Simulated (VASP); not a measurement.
# W (Fd-3m) in VASP: further runs, part 2 of 2

VASP 6.6.1. Earlier steps stand in the parts before.

**3. Single point, PBE**

This run uses another cell than the first one, of 24.71 Å³/atom.

File INCAR:

```
SYSTEM = W
PREC = Accurate
ENCUT = 520
EDIFF = 1E-6
ISMEAR = 0
SIGMA = 0.1
LREAL = .FALSE.
LASPH = .TRUE.
NELM = 80
ALGO = Normal
ISIF = 2
LWAVE = .FALSE.
LCHARG = .FALSE.
GGA = PE
NBANDS = 21
```

File KPOINTS:

```
regular mesh
0
G
  6 6 6
  0 0 0
```

File POSCAR:

```
W
1.0
    0.0000000000      2.9127242830      2.9127242830
    2.9127242830      0.0000000000      2.9127242830
    2.9127242830      2.9127242830      0.0000000000
W
2
Direct
    0.5000000000      0.5000000000      0.5000000000
    0.7500000000      0.7500000000      0.7500000000
```

Potentials or basis: VASP PAW PBE potentials, release 64 (W_sv).

Command:

```sh
$ cat potpaw_PBE.64/W_sv/POTCAR > POTCAR
$ mpirun -np 1 vasp_std > vasp.out
```

OUTCAR:

```text
SYSTEM = W
   PREC = Accurate
   ENCUT = 520
   EDIFF = 1E-6
   ISMEAR = 0
   LREAL = .FALSE.
   LASPH = .TRUE.
   NELM = 80
   ISIF = 2
   GGA = PE

 ion  position               nearest neighbor table
   1  0.500  0.500  0.500-   2 2.52   2 2.52   2 2.52   2 2.52
   2  0.750  0.750  0.750-   1 2.52   1 2.52   1 2.52   1 2.52

  LATTYP: Found a face centered cubic cell.
 ALAT       =     5.8254485660

  Lattice vectors:

 A1 = (   0.0000000000,   2.9127242830,   2.9127242830)
 A2 = (   2.9127242830,   0.0000000000,   2.9127242830)
 A3 = (   2.9127242830,   2.9127242830,   0.0000000000)

Analysis of symmetry for initial positions (statically):
=====================================================================
 Subroutine PRICEL returns:
 Original cell was already a primitive cell.

 Routine SETGRP: Setting up the symmetry group for a
 face centered cubic supercell.

 Subroutine GETGRP returns: Found 48 space group operations
 (whereof 24 operations were pure point group operations)
 out of a pool of 48 trial point group operations.

The static configuration has the point symmetry T_d .
 The point group associated with its full space group is O_h .

Analysis of symmetry for dynamics (positions and initial velocities):
=====================================================================
 Subroutine PRICEL returns:
 Original cell was already a primitive cell.

 Routine SETGRP: Setting up the symmetry group for a
 face centered cubic supercell.

 Subroutine GETGRP returns: Found 48 space group operations
 (whereof 24 operations were pure point group operations)
 out of a pool of 48 trial point group operations.

The dynamic configuration has the point symmetry T_d .
 The point group associated with its full space group is O_h .

 Subroutine INISYM returns: Found 48 space group operations
 (whereof 24 operations are pure point group operations),
[... 100 lines left out ...]
   EMIN   =  10.00;   EMAX   =-10.00  energy-range for DOS
   EFERMI =   0.00;   METHOD = LEGACY
   ISMEAR =     0;   SIGMA  =   0.10  broadening in eV -4-tet -1-fermi 0-gaus
   EFERMI_NEDOS =   21; number of points for ismear=-14 and -15
   IALGO  =     38    algorithm
   IMIX   =      4    mixing-type and parameters
     AMIX     =   0.40;   BMIX     =  1.00
     AMIX_MAG =   1.60;   BMIX_MAG =  1.00
  volume/ion in A,a.u.               =      24.71       166.76
  Fermi-wavevector in a.u.,A,eV,Ry     =   1.354622  2.559864 24.966702  1.835001
  Thomas-Fermi vector in A             =   2.481778
   LORBIT       =      0    0 simple, 1 ext, 2 COOP (PROOUT), +10 PAW based schemes
   GGA     = PE    functional components
   LHFCALC =     F    Hartree Fock is set to
   AEXX    =    0.0000 exact exchange contribution
   IVDW    =     0    specifies the selected vdW correction
   LEPSILON=     F    determine dielectric tensor
   LRPA    =     F    only Hartree local field effects (RPA)
 non-spin polarized calculation
 Gauss-broadening in eV      SIGMA  =   0.10
  energy-cutoff  :      520.00
  volume of cell :       49.42
 maximum number of plane-waves:      1363
 NGX is ok and might be reduce to    32
   NGX = 15   NGY = 15   NGZ = 15

 number of electron      28.0000000 magnetization

 Free energy of the ion-electron system (eV)
  ---------------------------------------------------
  ext. energy  EPLUGINS =         0.00000000
  ---------------------------------------------------
  free energy    TOTEN  =       -20.60823979 eV

  energy without entropy =      -20.59510806  energy(sigma->0) =      -20.60167393

 E-fermi :   5.2224     XC(G=0): -10.7870

 val. band max:        5.2107698576   @ k =   0.3333   0.3333   0.0000
 cond. band min:       5.2980506369   @ k =   0.5000   0.3333   0.0000
 fundamental gap:      0.0872807794
 Fermi energy:         5.2223915813

 k-point     1 :       0.0000    0.0000    0.0000
  band No.  band energies     occupation
      1     -67.9081      2.00000
      2     -67.5919      2.00000
      3     -32.4924      2.00000
      4     -32.4924      2.00000
      5     -32.4924      2.00000
      6     -31.5800      2.00000
[... 373 lines left out ...]
     20       9.9207      0.00000
     21      10.5380      0.00000

------------------------ aborting loop because EDIFF is reached ----------------------------------------

  FORCE on cell =-STRESS in cart. coord.  units (eV):
  Direction    XX          YY          ZZ          XY          YZ          ZX
  --------------------------------------------------------------------------------------
  -------------------------------------------------------------------------------------
  Total        0.1979231      0.1979231      0.1979231      0.0000000      0.0000000      0.0000000
  in kB        6.4162148      6.4162148      6.4162148      0.0000000      0.0000000      0.0000000
  external PRESSURE =       6.4162148 kB  Pullay stress =       0.0000000 kB

 VOLUME and BASIS-vectors are now :
 -----------------------------------------------------------------------------
  energy-cutoff  :      520.00
  volume of cell :       49.42
      direct lattice vectors                 reciprocal lattice vectors
     0.000000000  2.912724283  2.912724283    -0.171660601  0.171660601  0.171660601
     2.912724283  0.000000000  2.912724283     0.171660601 -0.171660601  0.171660601
     2.912724283  2.912724283  0.000000000     0.171660601  0.171660601 -0.171660601

 POSITION                                       TOTAL-FORCE (eV/Angst)
 -----------------------------------------------------------------------------------
      2.91272      2.91272      2.91272        -0.000000     -0.000000     -0.000000
      4.36909      4.36909      4.36909         0.000000      0.000000      0.000000
 -----------------------------------------------------------------------------------
    total drift:                               -0.000000     -0.000000      0.000000

  FREE ENERGIE OF THE ION-ELECTRON SYSTEM (eV)
  ---------------------------------------------------
  free  energy   TOTEN  =       -20.6082397929 eV

  energy  without entropy=      -20.5951080581  energy(sigma->0) =      -20.60167393
```

OSZICAR:

```text
N       E                     dE             d eps       ncg     rms          rms(c)
DAV:   1     0.313253209068E+03    0.31325E+03   -0.17506E+04   672   0.144E+03
DAV:   2    -0.101256212636E+02   -0.32338E+03   -0.31560E+03   737   0.449E+02
DAV:   3    -0.207983254214E+02   -0.10673E+02   -0.10369E+02   780   0.818E+01
DAV:   4    -0.209641009911E+02   -0.16578E+00   -0.16542E+00   727   0.109E+01
DAV:   5    -0.209664943231E+02   -0.23933E-02   -0.23932E-02   780   0.136E+00    0.198E+01
DAV:   6    -0.206836310260E+02    0.28286E+00   -0.47044E-01   781   0.587E+00    0.917E+00
DAV:   7    -0.206126217613E+02    0.71009E-01   -0.19118E-01   833   0.404E+00    0.849E-01
DAV:   8    -0.206081368976E+02    0.44849E-02   -0.21248E-02   702   0.107E+00    0.914E-02
DAV:   9    -0.206082140813E+02   -0.77184E-04   -0.48433E-04   727   0.186E-01    0.918E-02
DAV:  10    -0.206082400739E+02   -0.25993E-04   -0.32186E-05   742   0.537E-02    0.368E-03
DAV:  11    -0.206082397929E+02    0.28097E-06   -0.76240E-07   434   0.810E-03
   1 F= -.20608240E+02 E0= -.20601674E+02  d E =-.131317E-01
```

Run time: 6.6 s. Hardware: 1 thread of Intel Xeon 6975P-C (Granite Rapids), shared host; peak memory 0.17 GiB.

Results:

```yaml
Free_energy: -20.6082 eV
Pressure: 0.6 GPa
Band_gap_on_the_k_mesh: zero (bands 14 and 15 overlap by 0.92 eV)
```

Caveat: spin-orbit coupling is left out, which moves the levels of the heavy elements.

**4. Relaxation of cell and atoms, PBE**

File INCAR:

```
  PREC = Accurate
  ENCUT = 600
  EDIFF = 1E-6
  ISMEAR = 0
  SIGMA = 0.1
  LREAL = F
  LASPH = T
  NELM = 100
  ALGO = Normal
  ISIF = 3
  LWAVE = F
  LCHARG = F
  GGA = PE
  IBRION = 2
  NSW = 90
  EDIFFG = -0.04
```

File KPOINTS:

```
Automatic mesh
0
Gamma
  6 6 6
```

File POSCAR:

```
W
1.0
    0.0000000000      2.6305023253      2.6305023253
    2.6305023253      0.0000000000      2.6305023253
    2.6305023253      2.6305023253      0.0000000000
W
2
Direct
    0.5000000000      0.5000000000      0.5000000000
    0.7500000000      0.7500000000      0.7500000000
```

Command:

```sh
$ cat potpaw_PBE.64/W_sv/POTCAR > POTCAR
$ mpirun -np 1 vasp_std > vasp.out
```

Wall time 26 s (1 thread of Intel Xeon 6975P-C (Granite Rapids), shared host); peak memory 0.18 GiB.

The run converged. Its results:

| Property | Result |
| --- | --- |
| Free energy | -20.6045 eV |
| Relaxed volume | 24.84 Å³/atom |
| Relaxed cell | a = 4.126 Å, b = 4.126 Å, c = 4.126 Å, α = 60.00°, β = 60.00°, γ = 60.00° |
| Space group after relaxing (to 0.1 Å) | Fd-3m (No. 227) |
| Pressure after relaxing | 0.0 GPa |
| Band gap on the k mesh | zero (bands 14 and 15 overlap by 0.92 eV) |

Final structure:
```yaml
crystal:
  lattice:
    - [0.00000, 2.91784, 2.91784]
    - [2.91784, 0.00000, 2.91784]
    - [2.91784, 2.91784, 0.00000]
  atoms:
    - { symbol: W, position: [0.50000, 0.50000, 0.50000] }
    - { symbol: W, position: [0.75000, 0.75000, 0.75000] }
```

Levels at points of the mesh, in eV from the Fermi level:
```
           k point  band 11  band 12  band 13  band 14  band 15  band 16  band 17  band 18
(0.00, 0.00, 0.00)    -1.81    -1.06    -1.06    -1.06     1.56     1.56     1.56     5.26
(0.50, 0.00, 0.00)    -1.60    -1.60    -1.21    -1.21    -0.41     2.69     2.69     4.29
(0.50, 0.50, 0.00)    -1.30    -1.30    -1.12    -1.12     1.11     1.11     4.66     4.66
```

Caveat: the volume moved by over 15 % at a fixed basis, so the end points are rough; spin-orbit coupling is left out, which moves the levels of the heavy elements.

**5. Summary**

| task | cell | cutoff (eV) | gap on the mesh (eV) | pressure (GPa) |
| --- | --- | --- | --- | --- |
| single point | a = 3.720 Å, angles 60.0°, 2 atoms | 520 | none | 70.1 |
| single point | a = 4.119 Å, angles 60.0°, 2 atoms | 520 | none | 0.6 |
| relaxation of cell and atoms | relaxed from a = 3.720 Å, angles 60.0°, 2 atoms | 600 | none | 0.0 |

Alike in all rows: level PBE; potentials or basis VASP PAW PBE potentials, release 64 (W_sv); no spin polarisation; k mesh 6 × 6 × 6; smearing gaussian 0.1 eV.

Caveats: spin-orbit coupling is left out, which moves the levels of the heavy elements; the cell stands under pressure (at least some runs); the volume moved by over 15 % at a fixed basis, so the end points are rough (at least some runs).

Absolute energies hang on the potentials; compare differences alone.
